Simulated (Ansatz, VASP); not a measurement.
**Two plane-wave programs on CuNi3**

Contents of INCAR:

```
ALGO     = Fast           # electronic algorithm
EDIFF    = 1E-7           # SCF threshold, eV
ENCUT    = 520            # plane-wave cutoff, eV
GGA      = PS             # functional
ISIF     = 2              # what is computed and relaxed
ISMEAR   = 0              # smearing method
LASPH    = True           # aspherical terms in the spheres
LCHARG   = False          # write CHGCAR
LREAL    = False          # projectors in reciprocal space
LWAVE    = False          # write WAVECAR
NBANDS   = 28             # bands
NELM     = 100            # most SCF steps
PREC     = Accurate       # precision mode
SIGMA    = 0.1            # smearing width, eV
```

The input KPOINTS:

```
k-points
0
Gamma
  18 18 6
```

Contents of POSCAR:

```
CuNi3
1.0
    1.3952120000     -1.9871540000      0.0000000000
    1.3952120000      1.9871540000      0.0000000000
    0.0000000000      0.0000000000      7.9348860000
Cu Ni
1 3
Direct
    0.0000000000      0.0000000000      0.0000000000
    0.5000000000      0.5000000000      0.7453140000
    0.0000000000      0.0000000000      0.5000000000
    0.5000000000      0.5000000000      0.2546860000
```

Input for Ansatz:

```yaml
crystal:
  lattice:
    - [1.395212, -1.987154, 0.0]
    - [1.395212, 1.987154, 0.0]
    - [0.0, 0.0, 7.934886]
  atoms:
    - { symbol: Cu, position: [0.0, 0.0, 0.0] }
    - { symbol: Ni, position: [0.5, 0.5, 0.745314] }
    - { symbol: Ni, position: [0.0, 0.0, 0.5] }
    - { symbol: Ni, position: [0.5, 0.5, 0.254686] }
basis:
  ecutwfc: 420
kpoints:
  mp_grid: { grid: [18, 18, 6] }
hamiltonian:
  xc: pbesol
scf:
  occupations: { method: gaussian, width: 0.1 }
  lower_state_search: "off"
output:
  forces: true
  stress: true
  eigenvalues: true
```

Alike in both runs: task single point; functional PBEsol; k mesh 18 × 18 × 6; occupations gaussian, width 0.1 eV; no spin polarisation.

```csv
,VASP,Ansatz
version,VASP 6.6.1,Ansatz 0.2.0
potentials or method,"VASP PAW PBE potentials, release 64 (Cu, Ni), cutoff 520 eV","scalar-relativistic, plane waves, PAW"
valence electrons in the cell,41,73
```

Ansatz gave:

* gap on the k mesh at the Fermi level (eV): none
* pressure (GPa): -7.0
* traceless stress, the component that is largest in VASP (GPa): 0.89
* rms of the force components (eV/Å): 0.012

Task: Which values does VASP return?

Result: gap on the k mesh at the Fermi level (eV): none; pressure (GPa): -6.7; traceless stress, the component that is largest in VASP (GPa): 0.88; rms of the force components (eV/Å): 0.007.

VASP's potentials were made for PBE, not for PBEsol. Atom by atom the forces differ by 0.004 eV/Å (rms over components). A gap of «none» marks a metal or a gap that the smearing closes. With one functional, cell and mesh, what is left measures potentials, basis and numerics. VASP's potentials hold 41 valence electrons a cell and Ansatz's 73, so a difference there can come from the potentials and not from the codes.
